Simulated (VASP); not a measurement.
# HfN (F-43m) in VASP: further runs

The runs below take HfN through single point, with LDA.

Everything below comes from runs of VASP 6.6.1. Logs are shortened: lines on timing, memory, paths and dates and some standing lists are left out, and cuts for length are marked.

## Step 1: The cell of the first run

The structure is cubic, space group F-43m (No. 216). Conventional cell: a = 4.910 Å, b = 4.910 Å, c = 4.910 Å, α = 90.00°, β = 90.00°, γ = 90.00°. Within 2.8 Å of Hf (site symmetry -43m) lie 4 N at 2.13 Å. N (site symmetry -43m) has 4 Hf at 2.13 Å within 2.8 Å.

## Step 2: Single point, LDA

The input, INCAR:

```
SYSTEM = HfN
ALGO = Normal ; EDIFF = 1E-6
ENCUT = 600 ; GGA_COMPAT = .False.
ISIF = 2 ; ISMEAR = -1
LASPH = .True. ; LCHARG = .False.
LREAL = .False. ; LWAVE = .False.
NBANDS = 14 ; NELM = 120
PREC = Accurate ; SIGMA = 0.15
```

The input, KPOINTS:

```
k-points
0
Gamma
  12 12 12
  0 0 0
```

The input, POSCAR:

```
HfN
1.0
    0.0000000000      2.4548200000      2.4548200000
    2.4548200000      0.0000000000      2.4548200000
    2.4548200000      2.4548200000      0.0000000000
Hf N
1 1
Direct
    0.0000000000      0.0000000000      0.0000000000
    0.2500000000      0.2500000000      0.2500000000
```

Potentials or basis: VASP PAW LDA potentials, release 64 (Hf_pv, N).

Launch:

```console
$ cat potpaw_LDA.64/Hf_pv/POTCAR potpaw_LDA.64/N/POTCAR > POTCAR
$ mpirun -np 1 vasp_std > vasp.out
```

OUTCAR:

```text
SYSTEM = HfN
   EDIFF = 1E-6
   ENCUT = 600
   ISIF = 2
   ISMEAR = -1
   LASPH = .True.
   LREAL = .False.
   NELM = 120
   PREC = Accurate

 ion  position               nearest neighbor table
   1  0.000  0.000  0.000-   2 2.13   2 2.13   2 2.13   2 2.13
   2  0.250  0.250  0.250-   1 2.13   1 2.13   1 2.13   1 2.13

  LATTYP: Found a face centered cubic cell.
 ALAT       =     4.9096400000

  Lattice vectors:

 A1 = (   0.0000000000,   2.4548200000,   2.4548200000)
 A2 = (   2.4548200000,   0.0000000000,   2.4548200000)
 A3 = (   2.4548200000,   2.4548200000,   0.0000000000)

Analysis of symmetry for initial positions (statically):
=====================================================================
 Subroutine PRICEL returns:
 Original cell was already a primitive cell.

 Routine SETGRP: Setting up the symmetry group for a
 face centered cubic supercell.

 Subroutine GETGRP returns: Found 24 space group operations
 (whereof 24 operations were pure point group operations)
 out of a pool of 48 trial point group operations.

The static configuration has the point symmetry T_d .

Analysis of symmetry for dynamics (positions and initial velocities):
=====================================================================
 Subroutine PRICEL returns:
 Original cell was already a primitive cell.

 Routine SETGRP: Setting up the symmetry group for a
 face centered cubic supercell.

 Subroutine GETGRP returns: Found 24 space group operations
 (whereof 24 operations were pure point group operations)
 out of a pool of 48 trial point group operations.

The dynamic configuration has the point symmetry T_d .

 Subroutine INISYM returns: Found 24 space group operations
 (whereof 24 operations are pure point group operations),
 and found     1 'primitive' translations

----------------------------------------------------------------------------------------

                                     Primitive cell

  volume of cell :      29.5862

  direct lattice vectors                    reciprocal lattice vectors
     0.000000000  2.454820000  2.454820000    -0.203680922  0.203680922  0.203680922
     2.454820000  0.000000000  2.454820000     0.203680922 -0.203680922  0.203680922
     2.454820000  2.454820000  0.000000000     0.203680922  0.203680922 -0.203680922

  length of vectors
     3.471639737  3.471639737  3.471639737     0.352785705  0.352785705  0.352785705

  position of ions in fractional coordinates (direct lattice)
     0.000000000  0.000000000  0.000000000
     0.250000000  0.250000000  0.250000000

  ion indices of the primitive-cell ions
   primitive index   ion index
[... 85 lines left out ...]
   NELECT =      15.0000    total number of electrons
   NUPDOWN=      -1.0000    fix difference up-down
   EMIN   =  10.00;   EMAX   =-10.00  energy-range for DOS
   EFERMI =   0.00;   METHOD = LEGACY
   ISMEAR =    -1;   SIGMA  =   0.15  broadening in eV -4-tet -1-fermi 0-gaus
   EFERMI_NEDOS =   21; number of points for ismear=-14 and -15
   IALGO  =     38    algorithm
   IMIX   =      4    mixing-type and parameters
     AMIX     =   0.40;   BMIX     =  1.00
     AMIX_MAG =   1.60;   BMIX_MAG =  1.00
  volume/ion in A,a.u.               =      14.79        99.83
  Fermi-wavevector in a.u.,A,eV,Ry     =   1.305396  2.466841 23.185125  1.704059
  Thomas-Fermi vector in A             =   2.436268
   LORBIT       =      0    0 simple, 1 ext, 2 COOP (PROOUT), +10 PAW based schemes
   GGA     = CA    functional components
   LHFCALC =     F    Hartree Fock is set to
   AEXX    =    0.0000 exact exchange contribution
   IVDW    =     0    specifies the selected vdW correction
   LEPSILON=     F    determine dielectric tensor
   LRPA    =     F    only Hartree local field effects (RPA)
 non-spin polarized calculation
  energy-cutoff  :      600.00
  volume of cell :       29.59
 maximum number of plane-waves:      1004
   NGX = 13   NGY = 13   NGZ = 13

 number of electron      15.0000001 magnetization

 Free energy of the ion-electron system (eV)
  ---------------------------------------------------
  ext. energy  EPLUGINS =         0.00000000
  ---------------------------------------------------
  free energy    TOTEN  =       -23.03983663 eV

  energy without entropy =      -22.98782494  energy(sigma->0) =      -23.01383079

 E-fermi :   5.5766     XC(G=0): -11.5064

 val. band max:        5.4800747216   @ k =  -0.4167   0.2500   0.0833
 cond. band min:       5.5767050958   @ k =   0.4167   0.2500   0.0833
 fundamental gap:      0.0966303742
 Fermi energy:         5.5765867530

 k-point     1 :       0.0000    0.0000    0.0000
  band No.  band energies     occupation
      1     -25.3650      2.00000
      2     -25.3650      2.00000
      3     -25.3650      2.00000
      4     -10.3423      2.00000
      5       0.1212      2.00000
      6       0.1212      2.00000
      7       0.1212      2.00000
      8       4.9486      1.97005
      9       7.6892      0.00000
     10       7.6892      0.00000
     11      12.1123      0.00000
     12      12.1123      0.00000
     13      12.1123      0.00000
     14      16.9633      0.00000
[... 377 lines left out ...]
      1     -25.8055      2.00000
      2     -25.5131      2.00000
      3     -25.4454      2.00000
      4      -9.0940      2.00000
      5       0.0249      2.00000
      6       0.5086      2.00000
      7       0.9685      2.00000
      8       6.0955      0.06097
      9       7.7115      0.00000
     10       8.0168      0.00000
     11      11.0878      0.00000
     12      11.4101      0.00000
     13      11.6440      0.00000
     14      15.1521      0.00000

 [... further k-points ...]

------------------------ aborting loop because EDIFF is reached ----------------------------------------

  FORCE on cell =-STRESS in cart. coord.  units (eV):
  Direction    XX          YY          ZZ          XY          YZ          ZX
  --------------------------------------------------------------------------------------
  -------------------------------------------------------------------------------------
  Total       -1.8149406     -1.8149406     -1.8149406      0.0000000      0.0000000      0.0000000
  in kB      -98.2842759    -98.2842759    -98.2842759      0.0000000      0.0000000      0.0000000
  external PRESSURE =     -98.2842759 kB  Pullay stress =       0.0000000 kB

 VOLUME and BASIS-vectors are now :
 -----------------------------------------------------------------------------
  energy-cutoff  :      600.00
  volume of cell :       29.59
      direct lattice vectors                 reciprocal lattice vectors
     0.000000000  2.454820000  2.454820000    -0.203680922  0.203680922  0.203680922
     2.454820000  0.000000000  2.454820000     0.203680922 -0.203680922  0.203680922
     2.454820000  2.454820000  0.000000000     0.203680922  0.203680922 -0.203680922

 POSITION                                       TOTAL-FORCE (eV/Angst)
 -----------------------------------------------------------------------------------
      0.00000      0.00000      0.00000         0.000000     -0.000000      0.000000
      1.22741      1.22741      1.22741        -0.000000      0.000000     -0.000000
 -----------------------------------------------------------------------------------
    total drift:                               -0.000000     -0.000000     -0.000000

  FREE ENERGIE OF THE ION-ELECTRON SYSTEM (eV)
  ---------------------------------------------------
  free  energy   TOTEN  =       -23.0398366309 eV

  energy  without entropy=      -22.9878249446  energy(sigma->0) =      -23.01383079
```

OSZICAR:

```text
N       E                     dE             d eps       ncg     rms          rms(c)
DAV:   1     0.447244216378E+02    0.44724E+02   -0.82606E+03  2016   0.108E+03
DAV:   2    -0.240651472521E+02   -0.68790E+02   -0.63896E+02  2738   0.241E+02
DAV:   3    -0.266357618946E+02   -0.25706E+01   -0.25586E+01  2340   0.374E+01
DAV:   4    -0.266497098365E+02   -0.13948E-01   -0.13946E-01  2406   0.333E+00
DAV:   5    -0.266498588043E+02   -0.14897E-03   -0.14897E-03  2384   0.304E-01    0.547E+01
DAV:   6    -0.232611597554E+02    0.33887E+01   -0.13293E+01  2070   0.247E+01    0.403E+01
DAV:   7    -0.230806596698E+02    0.18050E+00   -0.74368E-01  2142   0.671E+00    0.253E+01
DAV:   8    -0.230475263667E+02    0.33133E-01   -0.12539E-01  2358   0.306E+00    0.652E+00
DAV:   9    -0.230400290756E+02    0.74973E-02   -0.19886E-02  2352   0.107E+00    0.164E+00
DAV:  10    -0.230398844805E+02    0.14460E-03   -0.12559E-03  2466   0.307E-01    0.321E-01
DAV:  11    -0.230398377049E+02    0.46776E-04   -0.13718E-04  2394   0.102E-01    0.647E-02
DAV:  12    -0.230398367677E+02    0.93720E-06   -0.15532E-05  2598   0.308E-02    0.261E-02
DAV:  13    -0.230398366309E+02    0.13675E-06   -0.41581E-07  1398   0.609E-03
   1 F= -.23039837E+02 E0= -.23013831E+02  d E =-.520117E-01
```

Run time: 18 s. Hardware: 1 thread of Intel Xeon Platinum 8559C (Emerald Rapids), shared host; peak memory 0.16 GiB.

Results:

```
Free energy            : -23.0398 eV
Pressure               : -9.8 GPa
Band gap on the k mesh : zero (an odd number of electrons rules out a gap without spin polarisation)
```

Caveat: the cell stands under tension; spin-orbit coupling is left out, which moves the levels of the heavy elements.

## Step 3: Single point, LDA

The input, INCAR:

```
ALGO = Normal
EDIFF = 1E-6
ENCUT = 600
GGA = CA
GGA_COMPAT = F
ISIF = 2
ISMEAR = -1
LASPH = T
LCHARG = T
LELF = T
LREAL = F
LVHAR = T
LWAVE = F
NBANDS = 14
NELM = 120
PREC = Accurate
SIGMA = 0.15
```

The input, KPOINTS:

```
k-points
0
Gamma
  12 12 12
```

POSCAR is that of step 2.

Potentials or basis: VASP PAW LDA potentials, release 64 (Hf_pv, N).

Launch:

```console
$ cat potpaw_LDA.64/Hf_pv/POTCAR potpaw_LDA.64/N/POTCAR > POTCAR
$ mpirun -np 1 vasp_std > vasp.out
```

OUTCAR:

```text
EDIFF = 1E-6
   ENCUT = 600
   GGA = CA
   ISIF = 2
   ISMEAR = -1
   LASPH = T
   LREAL = F
   NELM = 120
   PREC = Accurate

 ion  position               nearest neighbor table
   1  0.000  0.000  0.000-   2 2.13   2 2.13   2 2.13   2 2.13
   2  0.250  0.250  0.250-   1 2.13   1 2.13   1 2.13   1 2.13

  LATTYP: Found a face centered cubic cell.
 ALAT       =     4.9096400000

  Lattice vectors:

[... 590 lines left out ...]
     14      15.1521      0.00000

 [... further k-points ...]

------------------------ aborting loop because EDIFF is reached ----------------------------------------

  FORCE on cell =-STRESS in cart. coord.  units (eV):
  Direction    XX          YY          ZZ          XY          YZ          ZX
  --------------------------------------------------------------------------------------
  -------------------------------------------------------------------------------------
  Total       -1.8149406     -1.8149406     -1.8149406      0.0000000      0.0000000      0.0000000
  in kB      -98.2842759    -98.2842759    -98.2842759      0.0000000      0.0000000      0.0000000
  external PRESSURE =     -98.2842759 kB  Pullay stress =       0.0000000 kB

 VOLUME and BASIS-vectors are now :
 -----------------------------------------------------------------------------
  energy-cutoff  :      600.00
  volume of cell :       29.59
      direct lattice vectors                 reciprocal lattice vectors
     0.000000000  2.454820000  2.454820000    -0.203680922  0.203680922  0.203680922
     2.454820000  0.000000000  2.454820000     0.203680922 -0.203680922  0.203680922
     2.454820000  2.454820000  0.000000000     0.203680922  0.203680922 -0.203680922

 POSITION                                       TOTAL-FORCE (eV/Angst)
 -----------------------------------------------------------------------------------
      0.00000      0.00000      0.00000         0.000000     -0.000000      0.000000
      1.22741      1.22741      1.22741        -0.000000      0.000000     -0.000000
 -----------------------------------------------------------------------------------
    total drift:                               -0.000000     -0.000000     -0.000000

  FREE ENERGIE OF THE ION-ELECTRON SYSTEM (eV)
  ---------------------------------------------------
  free  energy   TOTEN  =       -23.0398366309 eV

  energy  without entropy=      -22.9878249446  energy(sigma->0) =      -23.01383079
```

Wall time 20 s (1 thread of Intel Xeon Platinum 8559C (Emerald Rapids), shared host); peak memory 0.16 GiB.

What came out:

| Quantity | Value |
| --- | --- |
| Free energy | -23.0398 eV |
| Pressure | -9.8 GPa |
| Band gap on the k mesh | zero (an odd number of electrons rules out a gap without spin polarisation) |

Levels at points of the mesh, in eV from the Fermi level:
| k point | band 3 | band 4 | band 5 | band 6 | band 7 | band 8 | band 9 | band 10 | band 11 | band 12 |
| --- | --- | --- | --- | --- | --- | --- | --- | --- | --- | --- |
| (0.00, 0.00, 0.00) | -30.94 | -15.92 | -5.46 | -5.46 | -5.46 | -0.63 | 2.11 | 2.11 | 6.54 | 6.54 |
| (0.50, 0.00, 0.00) | -31.01 | -14.80 | -5.68 | -4.87 | -4.87 | 1.53 | 2.62 | 2.62 | 4.24 | 5.20 |
| (0.50, 0.50, 0.00) | -31.10 | -14.42 | -6.92 | -3.58 | -3.58 | -1.11 | 2.10 | 3.90 | 4.60 | 4.60 |

Caveat: the cell stands under tension; spin-orbit coupling is left out, which moves the levels of the heavy elements.
